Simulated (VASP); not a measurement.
# GaN (F-43m) in VASP: notebook, part 2 of 2

VASP 6.6.1. Earlier steps stand in the parts before.

### 3 Single point, r2SCAN

This run uses another cell than the first one, of 10.53 Å³/atom, 1.045 times its volume.

POSCAR reads:

```
GaN
1.0
    0.0000000000      2.1917298925      2.1917298925
    2.1917298925      0.0000000000      2.1917298925
    2.1917298925      2.1917298925      0.0000000000
Ga N
1 1
Direct
    0.0000000000      0.0000000000      0.0000000000
    0.7500000000      0.7500000000      0.7500000000
```

INCAR.step1 reads:

```
SYSTEM = GaN
PREC     = Accurate       ! precision mode
ENCUT    = 520            ! plane-wave cutoff, eV
ISMEAR   = 0              ! smearing method
SIGMA    = 0.01           ! smearing width, eV
LREAL    = .False.        ! projectors in reciprocal space
LASPH    = .True.         ! aspherical terms in the spheres
NELM     = 80             ! most SCF steps
NBANDS   = 16             ! bands
GGA      = PE             ! functional
ALGO     = Normal         ! electronic algorithm
EDIFF    = 1E-4           ! SCF threshold, eV
LWAVE    = .True.         ! write WAVECAR
LCHARG   = .False.        ! write CHGCAR
```

INCAR.step2 reads:

```
SYSTEM = GaN
PREC     = Accurate       ! precision mode
ENCUT    = 520            ! plane-wave cutoff, eV
EDIFF    = 1E-6           ! SCF threshold, eV
ISMEAR   = 0              ! smearing method
SIGMA    = 0.01           ! smearing width, eV
LREAL    = .False.        ! projectors in reciprocal space
LASPH    = .True.         ! aspherical terms in the spheres
NELM     = 80             ! most SCF steps
ALGO     = Normal         ! electronic algorithm
ISIF     = 2              ! what is computed and relaxed
LWAVE    = .False.        ! write WAVECAR
LCHARG   = .False.        ! write CHGCAR
METAGGA  = R2SCAN         ! meta-GGA
LMIXTAU  = .True.       
NBANDS   = 16             ! bands
ISTART   = 1
```

KPOINTS reads:

```
Automatic mesh
0
Gamma
  8 8 8
  0 0 0
```

Potentials or basis: VASP PAW PBE potentials, release 64 (Ga_d, N).

Run with:

```console
cat potpaw_PBE.64/Ga_d/POTCAR potpaw_PBE.64/N/POTCAR > POTCAR
cp INCAR.step1 INCAR
mpirun -np 1 vasp_std > vasp.out
cp INCAR.step2 INCAR
mpirun -np 1 vasp_std > vasp.out
```

OUTCAR:

```text
SYSTEM = GaN
   PREC = Accurate
   ENCUT = 520
   EDIFF = 1E-6
   ISMEAR = 0
   LREAL = .False.
   LASPH = .True.
   NELM = 80
   ISIF = 2
   METAGGA = R2SCAN
   ISTART = 1

 ion  position               nearest neighbor table
   1  0.000  0.000  0.000-   2 1.90   2 1.90   2 1.90   2 1.90
   2  0.750  0.750  0.750-   1 1.90   1 1.90   1 1.90   1 1.90

  LATTYP: Found a face centered cubic cell.
 ALAT       =     4.3834597850

  Lattice vectors:

 A1 = (   0.0000000000,   2.1917298925,   2.1917298925)
 A2 = (   2.1917298925,   0.0000000000,   2.1917298925)
 A3 = (   2.1917298925,   2.1917298925,   0.0000000000)
[... 625 lines left out ...]
      5      -7.4701      2.00000
      6      -6.0372      2.00000
[... 8 lines left out ...]
     15      26.5407      0.00000
     16      29.1376      0.00000

 [... further k-points ...]
[... 5 lines left out ...]
  --------------------------------------------------------------------------------------
  -------------------------------------------------------------------------------------
  Total        2.5354988      2.5354988      2.5354988      0.0000000      0.0000000      0.0000000
  in kB      192.9225111    192.9225111    192.9225111      0.0000000      0.0000000      0.0000000
  external PRESSURE =     192.9225111 kB  Pullay stress =       0.0000000 kB

 VOLUME and BASIS-vectors are now :
 -----------------------------------------------------------------------------
  energy-cutoff  :      520.00
  volume of cell :       21.06
      direct lattice vectors                 reciprocal lattice vectors
     0.000000000  2.191729893  2.191729893    -0.228130301  0.228130301  0.228130301
     2.191729893  0.000000000  2.191729893     0.228130301 -0.228130301  0.228130301
     2.191729893  2.191729893  0.000000000     0.228130301  0.228130301 -0.228130301

 POSITION                                       TOTAL-FORCE (eV/Angst)
 -----------------------------------------------------------------------------------
      0.00000      0.00000      0.00000         0.000000      0.000000     -0.000000
      3.28759      3.28759      3.28759        -0.000000     -0.000000      0.000000
 -----------------------------------------------------------------------------------
    total drift:                               -0.000007     -0.000007     -0.000007

  FREE ENERGIE OF THE ION-ELECTRON SYSTEM (eV)
  ---------------------------------------------------
  free  energy   TOTEN  =       -21.7932105098 eV

  energy  without entropy=      -21.7932105098  energy(sigma->0) =      -21.79321051
```

OUTCAR.step1:

```text
SYSTEM = GaN
   PREC = Accurate
   ENCUT = 520
   ISMEAR = 0
   LREAL = .False.
   LASPH = .True.
[... 677 lines left out ...]
      0.00000      0.00000      0.00000        -0.000000     -0.000000     -0.000000
      3.28759      3.28759      3.28759         0.000000      0.000000      0.000000
 -----------------------------------------------------------------------------------
    total drift:                               -0.000001     -0.000001     -0.000000

  FREE ENERGIE OF THE ION-ELECTRON SYSTEM (eV)
  ---------------------------------------------------
  free  energy   TOTEN  =       -11.9820226879 eV

  energy  without entropy=      -11.9820226879  energy(sigma->0) =      -11.98202269
```

OSZICAR.step1:

```text
N       E                     dE             d eps       ncg     rms          rms(c)
DAV:   1     0.809363835434E+02    0.80936E+02   -0.92527E+03  1056   0.207E+03
DAV:   2    -0.872751914982E+01   -0.89664E+02   -0.83889E+02  1064   0.332E+02
DAV:   3    -0.140699090668E+02   -0.53424E+01   -0.53257E+01  1080   0.691E+01
DAV:   4    -0.141294547347E+02   -0.59546E-01   -0.59540E-01  1176   0.771E+00
DAV:   5    -0.141302227402E+02   -0.76801E-03   -0.76800E-03  1096   0.790E-01    0.804E+00
DAV:   6    -0.119761011621E+02    0.21541E+01   -0.48318E+00  1416   0.426E+01    0.269E+00
DAV:   7    -0.119892703012E+02   -0.13169E-01   -0.36863E-01   976   0.638E+00    0.181E+00
DAV:   8    -0.119854378676E+02    0.38324E-02   -0.45156E-02  1112   0.350E+00    0.663E-01
DAV:   9    -0.119818781708E+02    0.35597E-02   -0.14287E-02  1352   0.306E+00    0.162E-01
DAV:  10    -0.119820988695E+02   -0.22070E-03   -0.15294E-03  1168   0.607E-01    0.597E-02
DAV:  11    -0.119820226879E+02    0.76182E-04   -0.23156E-04   896   0.236E-01
   1 F= -.11982023E+02 E0= -.11982023E+02  d E =-.286265E-21
```

Run time: 26 s. Hardware: 1 thread of Intel Xeon 6455B, shared host; peak memory 0.15 GiB.

Results:

```yaml
Free_energy: -21.7932 eV
Pressure: 19.3 GPa
Band_gap_on_the_k_mesh: 2.67 eV, direct
```

Caveat: the PAW data sets were made with another functional, which shifts forces and pressure a little.

### 4 Single point, r2SCAN

This run uses another cell than the first one, of 10.99 Å³/atom, 1.091 times its volume.

POSCAR reads:

```
GaN
1.0
    0.0000000000      2.2230445503      2.2230445503
    2.2230445503      0.0000000000      2.2230445503
    2.2230445503      2.2230445503      0.0000000000
Ga N
1 1
Direct
    0.0000000000      0.0000000000      0.0000000000
    0.7500000000      0.7500000000      0.7500000000
```

INCAR.step1 reads:

```
ALGO     = Normal         # electronic algorithm
EDIFF    = 1E-4           # SCF threshold, eV
ENCUT    = 520            # plane-wave cutoff, eV
GGA      = PE             # functional
ISMEAR   = 0              # smearing method
LASPH    = T              # aspherical terms in the spheres
LCHARG   = F              # write CHGCAR
LREAL    = F              # projectors in reciprocal space
LWAVE    = T              # write WAVECAR
NBANDS   = 16             # bands
NELM     = 60             # most SCF steps
PREC     = Accurate       # precision mode
SIGMA    = 0.01           # smearing width, eV
```

INCAR.step2 reads:

```
ALGO     = Normal         # electronic algorithm
EDIFF    = 1E-6           # SCF threshold, eV
ENCUT    = 520            # plane-wave cutoff, eV
ISIF     = 2              # what is computed and relaxed
ISMEAR   = 0              # smearing method
ISTART   = 1            
LASPH    = T              # aspherical terms in the spheres
LCHARG   = T              # write CHGCAR
LELF     = T              # ELF
LMIXTAU  = T            
LREAL    = F              # projectors in reciprocal space
LVHAR    = T            
LWAVE    = F              # write WAVECAR
METAGGA  = R2SCAN         # meta-GGA
NBANDS   = 16             # bands
NELM     = 60             # most SCF steps
PREC     = Accurate       # precision mode
SIGMA    = 0.01           # smearing width, eV
```

KPOINTS reads:

```
k-points
0
Gamma
  8 8 8
```

Potentials or basis: VASP PAW PBE potentials, release 64 (Ga_d, N).

Run with:

```console
cat potpaw_PBE.64/Ga_d/POTCAR potpaw_PBE.64/N/POTCAR > POTCAR
cp INCAR.step1 INCAR
mpirun -np 1 vasp_std > vasp.out
cp INCAR.step2 INCAR
mpirun -np 1 vasp_std > vasp.out
```

OUTCAR:

```text
EDIFF = 1E-6
   ENCUT = 520
   ISIF = 2
   ISMEAR = 0
   ISTART = 1
   LASPH = T
   LREAL = F
   METAGGA = R2SCAN
   NELM = 60
   PREC = Accurate

 ion  position               nearest neighbor table
   1  0.000  0.000  0.000-   2 1.93   2 1.93   2 1.93   2 1.93
   2  0.750  0.750  0.750-   1 1.93   1 1.93   1 1.93   1 1.93

  LATTYP: Found a face centered cubic cell.
 ALAT       =     4.4460891006

  Lattice vectors:

 A1 = (   0.0000000000,   2.2230445503,   2.2230445503)
 A2 = (   2.2230445503,   0.0000000000,   2.2230445503)
 A3 = (   2.2230445503,   2.2230445503,   0.0000000000)

Analysis of symmetry for initial positions (statically):
=====================================================================
 Subroutine PRICEL returns:
 Original cell was already a primitive cell.

 Routine SETGRP: Setting up the symmetry group for a
 face centered cubic supercell.

 Subroutine GETGRP returns: Found 24 space group operations
 (whereof 24 operations were pure point group operations)
 out of a pool of 48 trial point group operations.

The static configuration has the point symmetry T_d .

Analysis of symmetry for dynamics (positions and initial velocities):
=====================================================================
[... 154 lines left out ...]
  free energy    TOTEN  =       -21.87250946 eV

  energy without entropy =      -21.87250946  energy(sigma->0) =      -21.87250946

 E-fermi :   5.5987     XC(G=0): -12.8773

 val. band max:        5.4709288541   @ k =   0.0000   0.0000   0.0000
 cond. band min:       7.8620660044   @ k =   0.0000   0.0000   0.0000
 fundamental gap:      2.3911371503
 Fermi energy:         5.5986802529

 k-point     1 :       0.0000    0.0000    0.0000
  band No.  band energies     occupation
      1     -11.6212      2.00000
      2      -8.3986      2.00000
      3      -8.3986      2.00000
      4      -8.3986      2.00000
      5      -8.0009      2.00000
      6      -8.0009      2.00000
[... 433 lines left out ...]
      3      -8.1987      2.00000
      4      -8.0281      2.00000
      5      -7.9662      2.00000
      6      -6.5604      2.00000
[... 8 lines left out ...]
     15      25.6033      0.00000
     16      28.0758      0.00000

 [... further k-points ...]
[... 5 lines left out ...]
  --------------------------------------------------------------------------------------
  -------------------------------------------------------------------------------------
  Total        1.1683574      1.1683574      1.1683574     -0.0000000     -0.0000000      0.0000000
  in kB       85.1945508     85.1945508     85.1945508     -0.0000000     -0.0000000      0.0000000
  external PRESSURE =      85.1945508 kB  Pullay stress =       0.0000000 kB

 VOLUME and BASIS-vectors are now :
 -----------------------------------------------------------------------------
  energy-cutoff  :      520.00
  volume of cell :       21.97
      direct lattice vectors                 reciprocal lattice vectors
     0.000000000  2.223044550  2.223044550    -0.224916770  0.224916770  0.224916770
     2.223044550  0.000000000  2.223044550     0.224916770 -0.224916770  0.224916770
     2.223044550  2.223044550  0.000000000     0.224916770  0.224916770 -0.224916770

 POSITION                                       TOTAL-FORCE (eV/Angst)
 -----------------------------------------------------------------------------------
      0.00000      0.00000      0.00000         0.000000      0.000000      0.000000
      3.33457      3.33457      3.33457        -0.000000     -0.000000     -0.000000
 -----------------------------------------------------------------------------------
    total drift:                               -0.000006     -0.000006     -0.000007

  FREE ENERGIE OF THE ION-ELECTRON SYSTEM (eV)
  ---------------------------------------------------
  free  energy   TOTEN  =       -21.8725094642 eV

  energy  without entropy=      -21.8725094642  energy(sigma->0) =      -21.87250946
```

OUTCAR.step1:

```text
EDIFF = 1E-4
   ENCUT = 520
   GGA = PE
   ISMEAR = 0
   LASPH = T
[... 676 lines left out ...]
 -----------------------------------------------------------------------------------
      0.00000      0.00000      0.00000         0.000000      0.000000      0.000000
      3.33457      3.33457      3.33457        -0.000000     -0.000000     -0.000000
 -----------------------------------------------------------------------------------
    total drift:                               -0.000000     -0.000000     -0.000000

  FREE ENERGIE OF THE ION-ELECTRON SYSTEM (eV)
  ---------------------------------------------------
  free  energy   TOTEN  =       -12.0896842590 eV

  energy  without entropy=      -12.0896842590  energy(sigma->0) =      -12.08968426
```

It took 27 s on 1 thread of Intel Xeon 6455B, shared host; peak memory 0.15 GiB.

What came out:

| Property | Result |
| --- | --- |
| Free energy | -21.8725 eV |
| Pressure | 8.5 GPa |
| Band gap on the k mesh | 2.39 eV, direct |

Caveat: the PAW data sets were made with another functional, which shifts forces and pressure a little. r2SCAN opens gaps a little over a GGA but as a rule still falls short of measured ones.

### 5 Single point, r2SCAN

This run uses another cell than the first one, of 11.44 Å³/atom, 1.136 times its volume.

POSCAR reads:

```
GaN
1.0
    0.0000000000      2.2535010000      2.2535010000
    2.2535010000      0.0000000000      2.2535010000
    2.2535010000      2.2535010000      0.0000000000
Ga N
1 1
Direct
    0.0000000000      0.0000000000      0.0000000000
    0.7500000000      0.7500000000      0.7500000000
```

INCAR.step1 reads:

```
SYSTEM = GaN
PREC = Accurate
ENCUT = 520
ISMEAR = 0
SIGMA = 0.01
LREAL = .FALSE.
LASPH = .TRUE.
NELM = 100
NBANDS = 16
GGA = PE
ALGO = Normal
EDIFF = 1E-4
LWAVE = .TRUE.
LCHARG = .FALSE.
```

INCAR.step2 reads:

```
SYSTEM = GaN
PREC = Accurate
ENCUT = 520
EDIFF = 1E-7
ISMEAR = 0
SIGMA = 0.01
LREAL = .FALSE.
LASPH = .TRUE.
NELM = 100
ALGO = Normal
ISIF = 2
LWAVE = .FALSE.
LCHARG = .FALSE.
METAGGA = R2SCAN
LMIXTAU = .TRUE.
NBANDS = 16
ISTART = 1
```

KPOINTS reads:

```
regular mesh
0
G
  8 8 8
  0 0 0
```

Run with:

```console
cat potpaw_PBE.64/Ga_d/POTCAR potpaw_PBE.64/N/POTCAR > POTCAR
cp INCAR.step1 INCAR
mpirun -np 1 vasp_std > vasp.out
cp INCAR.step2 INCAR
mpirun -np 1 vasp_std > vasp.out
```

Run time: 41 s. Hardware: 1 thread of Intel Xeon 6455B, shared host; peak memory 0.15 GiB.

It converged, with:

| Item | Value |
| --- | --- |
| Free energy | -21.8965 eV |
| Pressure | -0.1 GPa |
| Band gap on the k mesh | 2.12 eV, direct |

Levels at points of the mesh, in eV from the valence-band top:
| k point | band 5 | band 6 | band 7 | band 8 | band 9 | band 10 | band 11 | band 12 | band 13 | band 14 |
| --- | --- | --- | --- | --- | --- | --- | --- | --- | --- | --- |
| (0.00, 0.00, 0.00) | -13.48 | -13.48 | 0.00 | 0.00 | 0.00 | 2.12 | 11.00 | 11.00 | 11.00 | 18.55 |
| (0.50, 0.00, 0.00) | -13.44 | -12.35 | -7.16 | -1.00 | -1.00 | 5.16 | 9.44 | 11.00 | 11.00 | 16.50 |
| (0.50, 0.50, 0.00) | -13.40 | -11.97 | -6.22 | -2.78 | -2.78 | 3.77 | 7.24 | 12.58 | 14.94 | 14.94 |

Caveat: the PAW data sets were made with another functional, which shifts forces and pressure a little.

### 6 Single point, r2SCAN

This run uses another cell than the first one, of 11.90 Å³/atom, 1.182 times its volume.

POSCAR reads:

```
GaN
1.0
    0.0000000000      2.2831557297      2.2831557297
    2.2831557297      0.0000000000      2.2831557297
    2.2831557297      2.2831557297      0.0000000000
Ga N
1 1
Direct
    0.0000000000      0.0000000000      0.0000000000
    0.7500000000      0.7500000000      0.7500000000
```

INCAR.step1 reads:

```
SYSTEM = GaN
  ALGO = Normal
  EDIFF = 1E-4
  ENCUT = 520
  GGA = PE
  ISMEAR = 0
  LASPH = .True.
  LCHARG = .False.
  LREAL = .False.
  LWAVE = .True.
  NBANDS = 16
  NELM = 60
  PREC = Accurate
  SIGMA = 0.01
```

INCAR.step2 reads:

```
SYSTEM = GaN
  ALGO = Normal
  EDIFF = 1E-6
  ENCUT = 520
  ISIF = 2
  ISMEAR = 0
  ISTART = 1
  LASPH = .True.
  LCHARG = .True.
  LELF = .True.
  LMIXTAU = .True.
  LREAL = .False.
  LVHAR = .True.
  LWAVE = .False.
  METAGGA = R2SCAN
  NBANDS = 16
  NELM = 60
  PREC = Accurate
  SIGMA = 0.01
```

KPOINTS reads:

```
k-points
0
Gamma
  8 8 8
  0 0 0
```

Potentials or basis: VASP PAW PBE potentials, release 64 (Ga_d, N).

Run with:

```console
cat potpaw_PBE.64/Ga_d/POTCAR potpaw_PBE.64/N/POTCAR > POTCAR
cp INCAR.step1 INCAR
mpirun -np 1 vasp_std > vasp.out
cp INCAR.step2 INCAR
mpirun -np 1 vasp_std > vasp.out
```

Wall time 43 s (1 thread of Intel Xeon 6455B, shared host); peak memory 0.15 GiB.

The run converged. Its results:

```yaml
Free_energy: -21.8759 eV
Pressure: -7.0 GPa
Band_gap_on_the_k_mesh: 1.86 eV, direct
```

Levels at points of the mesh, in eV from the valence-band top:
```csv
k point,band 7,band 8,band 9,band 10,band 11,band 12
"(0.00, 0.00, 0.00)",0.00,0.00,0.00,1.86,10.75,10.75
"(0.50, 0.00, 0.00)",-6.90,-0.95,-0.95,4.88,9.23,10.79
"(0.50, 0.50, 0.00)",-6.05,-2.65,-2.65,3.75,7.00,12.28
```

Caveat: the PAW data sets were made with another functional, which shifts forces and pressure a little.

### 7 Summary

| cell | gap on the mesh (eV) | pressure (GPa) |
| --- | --- | --- |
| a = 3.054 Å, angles 60.0°, 2 atoms | 2.97 | 32.6 |
| a = 3.100 Å, angles 60.0°, 2 atoms | 2.67 | 19.3 |
| a = 3.144 Å, angles 60.0°, 2 atoms | 2.39 | 8.5 |
| a = 3.187 Å, angles 60.0°, 2 atoms | 2.12 | -0.1 |
| a = 3.229 Å, angles 60.0°, 2 atoms | 1.86 | -7.0 |

Alike in all rows: task single point; level r2SCAN; potentials or basis VASP PAW PBE potentials, release 64 (Ga_d, N); no spin polarisation; k mesh 8 × 8 × 8; cutoff (eV) 520; smearing gaussian 0.01 eV.

Caveats: the PAW data sets were made with another functional, which shifts forces and pressure a little.

Absolute energies hang on the potentials; compare differences alone.
